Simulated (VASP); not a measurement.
# PbSe (Fm-3m) in VASP: single point with PBE

Aim: the single point of PbSe with PBE.

All numbers are computed with VASP 6.6.1; they aren't measurements. Logs are shortened: lines on timing, memory, paths and dates and some standing lists are left out, and cuts for length are marked.

## 1. The cell of the first run

The structure is cubic, space group Fm-3m (No. 225). The conventional cell has a = 6.102 Å, b = 6.102 Å, c = 6.102 Å, α = 90.00°, β = 90.00°, γ = 90.00°. Within 4.0 Å of Pb (site symmetry m-3m) lie 6 Se at 3.05 Å. Within 4.0 Å of Se (site symmetry m-3m) lie 6 Pb at 3.05 Å.

## 2. Single point, PBE

File INCAR:

```
ALGO = Normal ; EDIFF = 1E-7
ENCUT = 520 ; GGA = PE
ISIF = 2 ; ISMEAR = -1
LASPH = T ; LCHARG = T
LELF = T ; LREAL = F
LVHAR = T ; LWAVE = F
NBANDS = 17 ; NELM = 80
PREC = Accurate ; SIGMA = 0.1
```

File KPOINTS:

```
k-points
0
Gamma
  7 7 7
```

File POSCAR:

```
PbSe
1.0
    0.0000000000      3.0512330000      3.0512330000
    3.0512330000      0.0000000000      3.0512330000
    3.0512330000      3.0512330000      0.0000000000
Pb Se
1 1
Direct
    0.0000000000      0.0000000000      0.0000000000
    0.5000000000      0.5000000000      0.5000000000
```

Potentials or basis: VASP PAW PBE potentials, release 64 (Pb_d, Se).

The run is started by

```
> cat potpaw_PBE.64/Pb_d/POTCAR potpaw_PBE.64/Se/POTCAR > POTCAR
> mpirun -np 1 vasp_std > vasp.out
```

OUTCAR:

```text
EDIFF = 1E-7
   ENCUT = 520
   GGA = PE
   ISIF = 2
   ISMEAR = -1
   LASPH = T
   LREAL = F
   NELM = 80
   PREC = Accurate

 ion  position               nearest neighbor table
   1  0.000  0.000  0.000-   2 3.05   2 3.05   2 3.05   2 3.05   2 3.05   2 3.05
   2  0.500  0.500  0.500-   1 3.05   1 3.05   1 3.05   1 3.05   1 3.05   1 3.05

  LATTYP: Found a face centered cubic cell.
 ALAT       =     6.1024660000

  Lattice vectors:

 A1 = (   0.0000000000,   3.0512330000,   3.0512330000)
 A2 = (   3.0512330000,   0.0000000000,   3.0512330000)
 A3 = (   3.0512330000,   3.0512330000,   0.0000000000)

Analysis of symmetry for initial positions (statically):
=====================================================================
 Subroutine PRICEL returns:
 Original cell was already a primitive cell.

 Routine SETGRP: Setting up the symmetry group for a
 face centered cubic supercell.

 Subroutine GETGRP returns: Found 48 space group operations
 (whereof 48 operations were pure point group operations)
 out of a pool of 48 trial point group operations.

The static configuration has the point symmetry O_h .

Analysis of symmetry for dynamics (positions and initial velocities):
=====================================================================
 Subroutine PRICEL returns:
 Original cell was already a primitive cell.

 Routine SETGRP: Setting up the symmetry group for a
 face centered cubic supercell.

 Subroutine GETGRP returns: Found 48 space group operations
 (whereof 48 operations were pure point group operations)
 out of a pool of 48 trial point group operations.

The dynamic configuration has the point symmetry O_h .

 Subroutine INISYM returns: Found 48 space group operations
 (whereof 48 operations are pure point group operations),
 and found     1 'primitive' translations

----------------------------------------------------------------------------------------

                                     Primitive cell

  volume of cell :      56.8141

  direct lattice vectors                    reciprocal lattice vectors
     0.000000000  3.051233000  3.051233000    -0.163868181  0.163868181  0.163868181
     3.051233000  0.000000000  3.051233000     0.163868181 -0.163868181  0.163868181
     3.051233000  3.051233000  0.000000000     0.163868181  0.163868181 -0.163868181

  length of vectors
     4.315095091  4.315095091  4.315095091     0.283828014  0.283828014  0.283828014

  position of ions in fractional coordinates (direct lattice)
     0.000000000  0.000000000  0.000000000
     0.500000000  0.500000000  0.500000000

  ion indices of the primitive-cell ions
   primitive index   ion index
                 1           1
                 2           2

----------------------------------------------------------------------------------------

 KPOINTS: k-points

Automatic generation of k-mesh.
 Grid dimensions read from file:
 generate k-points for:    7    7    7

 Generating k-lattice:

  Cartesian coordinates                     Fractional coordinates (reciprocal lattice)
    -0.023409740  0.023409740  0.023409740     0.142857143  0.000000000  0.000000000
     0.023409740 -0.023409740  0.023409740     0.000000000  0.142857143  0.000000000
     0.023409740  0.023409740 -0.023409740     0.000000000  0.000000000  0.142857143

  Length of vectors
     0.040546859  0.040546859  0.040546859

  Shift w.r.t. Gamma in fractional coordinates (k-lattice)
     0.000000000  0.000000000  0.000000000

 Subroutine IBZKPT returns following result:
 ===========================================

 Found     20 irreducible k-points:

 Following reciprocal coordinates:
            Coordinates               Weight
  0.000000  0.000000  0.000000      1.000000
  0.142857  0.000000  0.000000      8.000000
  0.285714  0.000000  0.000000      8.000000
  0.428571  0.000000  0.000000      8.000000
  0.142857  0.142857  0.000000      6.000000
  0.285714  0.142857  0.000000     24.000000
[... 12 lines left out ...]
 -0.428571  0.428571  0.142857     24.000000
 -0.285714  0.428571  0.142857     24.000000
   k-points           NKPTS =     20   k-points in BZ     NKDIM =     20   number of bands    NBANDS=     17
   number of dos      NEDOS =    301   number of ions     NIONS =      2
   total plane-waves  NPLWV =  32768
   dimension x,y,z NGX =    32 NGY =   32 NGZ =   32
   dimension x,y,z NGXF=    64 NGYF=   64 NGZF=   64
   ions per type =               1   1
   NGX,Y,Z   is equivalent  to a cutoff of  12.33, 12.33, 12.33 a.u.
   NGXF,Y,Z  is equivalent  to a cutoff of  24.66, 24.66, 24.66 a.u.
 SYSTEM =  unknown system
   PREC   = accura    normal or accurate (medium, high low for compatibility)
   ISTART =      0    job   : 0-new  1-cont  2-samecut
   ICHARG =      2    charge: 1-file 2-atom 10-const
   ISPIN  =      1    spin polarized calculation?
   LNONCOLLINEAR =      F non collinear calculations
   LSORBIT =      F    spin-orbit coupling
   LASPH  =      T    aspherical Exc in radial PAW
   ENCUT  =  520.0 eV  38.22 Ry    6.18 a.u.   8.02  8.02  8.02*2*pi/ulx,y,z
   NELM   =     80;   NELMIN=  2; NELMDL= -5     # of ELM steps
   EDIFF  = 0.1E-06   stopping-criterion for ELM
   LREAL  =      F    real-space projection
   EDIFFG = 0.1E-05   stopping-criterion for IOM
   NSW    =      0    number of steps for IOM
   IBRION =     -1    ionic relax: 0-MD 1-quasi-New 2-CG
   NFREE  =      0    steps in history (QN), initial steepest desc. (CG)
   ISIF   =      2    stress and relaxation
   ISYM   =      2    0-nonsym 1-usesym 2-fastsym
   POTIM  = 0.5000    time-step for ionic-motion
   TEBEG  =    0.0;   TEEND  =   0.0 temperature during run
   PSTRESS=    0.0 pullay stress
   NELECT =      20.0000    total number of electrons
   NUPDOWN=      -1.0000    fix difference up-down
   EMIN   =  10.00;   EMAX   =-10.00  energy-range for DOS
   EFERMI =   0.00;   METHOD = LEGACY
   ISMEAR =    -1;   SIGMA  =   0.10  broadening in eV -4-tet -1-fermi 0-gaus
   EFERMI_NEDOS =   21; number of points for ismear=-14 and -15
   IALGO  =     38    algorithm
   IMIX   =      4    mixing-type and parameters
     AMIX     =   0.40;   BMIX     =  1.00
     AMIX_MAG =   1.60;   BMIX_MAG =  1.00
  volume/ion in A,a.u.               =      28.41       191.70
  Fermi-wavevector in a.u.,A,eV,Ry     =   1.155933  2.184397 18.179858  1.336182
  Thomas-Fermi vector in A             =   2.292558
   LORBIT       =      0    0 simple, 1 ext, 2 COOP (PROOUT), +10 PAW based schemes
   GGA     = PE    functional components
   LHFCALC =     F    Hartree Fock is set to
   AEXX    =    0.0000 exact exchange contribution
   IVDW    =     0    specifies the selected vdW correction
   LEPSILON=     F    determine dielectric tensor
   LRPA    =     F    only Hartree local field effects (RPA)
 non-spin polarized calculation
  energy-cutoff  :      520.00
  volume of cell :       56.81
 maximum number of plane-waves:      1541
   NGX = 17   NGY = 17   NGZ = 17

 number of electron      20.0000003 magnetization

 Free energy of the ion-electron system (eV)
  ---------------------------------------------------
  ext. energy  EPLUGINS =         0.00000000
  ---------------------------------------------------
  free energy    TOTEN  =        -8.17147761 eV

  energy without entropy =       -8.17048879  energy(sigma->0) =       -8.17098320

 E-fermi :   5.3802     XC(G=0):  -9.5743

 val. band max:        4.9304449432   @ k =   0.4286   0.0000   0.0000
 cond. band min:       5.7841197123   @ k =   0.4286   0.0000   0.0000
 fundamental gap:      0.8536747691
 Fermi energy:         5.3801519557

 k-point     1 :       0.0000    0.0000    0.0000
  band No.  band energies     occupation
      1     -11.6693      2.00000
      2     -11.6693      2.00000
      3     -11.6693      2.00000
      4     -11.6659      2.00000
      5     -11.6659      2.00000
      6      -8.4919      2.00000
[... 9 lines left out ...]
     16      11.6784      0.00000
     17      13.3270      0.00000

 k-point     2 :       0.1429    0.0000    0.0000
  band No.  band energies     occupation
      1     -11.6715      2.00000
      2     -11.6715      2.00000
      3     -11.6686      2.00000
      4     -11.6622      2.00000
      5     -11.6622      2.00000
      6      -8.3357      2.00000
[... 9 lines left out ...]
     16      12.1197      0.00000
     17      14.7384      0.00000

 k-point     3 :       0.2857    0.0000    0.0000
  band No.  band energies     occupation
      1     -11.6821      2.00000
      2     -11.6821      2.00000
      3     -11.6673      2.00000
      4     -11.6479      2.00000
      5     -11.6479      2.00000
      6      -7.9211      2.00000
[... 9 lines left out ...]
     16      13.2263      0.00000
     17      16.9054      0.00000

 k-point     4 :       0.4286    0.0000    0.0000
  band No.  band energies     occupation
      1     -11.6907      2.00000
      2     -11.6907      2.00000
      3     -11.6665      2.00000
      4     -11.6363      2.00000
      5     -11.6363      2.00000
      6      -7.4816      2.00000
[... 9 lines left out ...]
     16      14.8145      0.00000
     17      15.9829      0.00000
[... 263 lines left out ...]
      1     -11.7321      2.00000
      2     -11.6752      2.00000
      3     -11.6612      2.00000
      4     -11.6465      2.00000
      5     -11.6324      2.00000
      6      -7.2176      2.00000
[... 9 lines left out ...]
     16      15.5922      0.00000
     17      16.6522      0.00000

 k-point    19 :      -0.4286    0.4286    0.1429
  band No.  band energies     occupation
      1     -11.7702      2.00000
      2     -11.6758      2.00000
      3     -11.6591      2.00000
      4     -11.6360      2.00000
      5     -11.6255      2.00000
      6      -7.0803      2.00000
[... 9 lines left out ...]
     16      16.5878      0.00000
     17      17.3682      0.00000

 k-point    20 :      -0.2857    0.4286    0.1429
  band No.  band energies     occupation
      1     -11.7580      2.00000
      2     -11.6681      2.00000
      3     -11.6611      2.00000
      4     -11.6492      2.00000
      5     -11.6256      2.00000
      6      -7.0245      2.00000
[... 9 lines left out ...]
     16      16.7763      0.00000
     17      17.2705      0.00000

------------------------ aborting loop because EDIFF is reached ----------------------------------------

  FORCE on cell =-STRESS in cart. coord.  units (eV):
  Direction    XX          YY          ZZ          XY          YZ          ZX
  --------------------------------------------------------------------------------------
  -------------------------------------------------------------------------------------
  Total        1.0265646      1.0265646      1.0265646      0.0000000     -0.0000000      0.0000000
  in kB       28.9494791     28.9494791     28.9494791      0.0000000     -0.0000000      0.0000000
  external PRESSURE =      28.9494791 kB  Pullay stress =       0.0000000 kB

 VOLUME and BASIS-vectors are now :
 -----------------------------------------------------------------------------
  energy-cutoff  :      520.00
  volume of cell :       56.81
      direct lattice vectors                 reciprocal lattice vectors
     0.000000000  3.051233000  3.051233000    -0.163868181  0.163868181  0.163868181
     3.051233000  0.000000000  3.051233000     0.163868181 -0.163868181  0.163868181
     3.051233000  3.051233000  0.000000000     0.163868181  0.163868181 -0.163868181

 POSITION                                       TOTAL-FORCE (eV/Angst)
 -----------------------------------------------------------------------------------
      0.00000      0.00000      0.00000         0.000000      0.000000      0.000000
      3.05123      3.05123      3.05123         0.000000      0.000000      0.000000
 -----------------------------------------------------------------------------------
    total drift:                                0.000000     -0.000000     -0.000000

  FREE ENERGIE OF THE ION-ELECTRON SYSTEM (eV)
  ---------------------------------------------------
  free  energy   TOTEN  =        -8.1714776071 eV

  energy  without entropy=       -8.1704887857  energy(sigma->0) =       -8.17098320
```

Wall time 13 s (1 thread of Intel Xeon Platinum 8488C (Sapphire Rapids), shared host); peak memory 0.18 GiB.

Results:

```yaml
Free_energy: -8.1715 eV
Pressure: 2.9 GPa
```

Levels at points of the mesh, in eV from the Fermi level:
| k point | band 6 | band 7 | band 8 | band 9 | band 10 | band 11 | band 12 | band 13 | band 14 | band 15 |
| --- | --- | --- | --- | --- | --- | --- | --- | --- | --- | --- |
| (0.00, 0.00, 0.00) | -13.87 | -6.49 | -2.12 | -2.12 | -2.12 | 4.54 | 4.54 | 4.54 | 6.30 | 6.30 |

Caveat: this odd mesh misses L, where the gap lies, so gap, dielectric constants and Born charges aren't listed; spin-orbit coupling is left out, which moves the levels of the heavy elements.
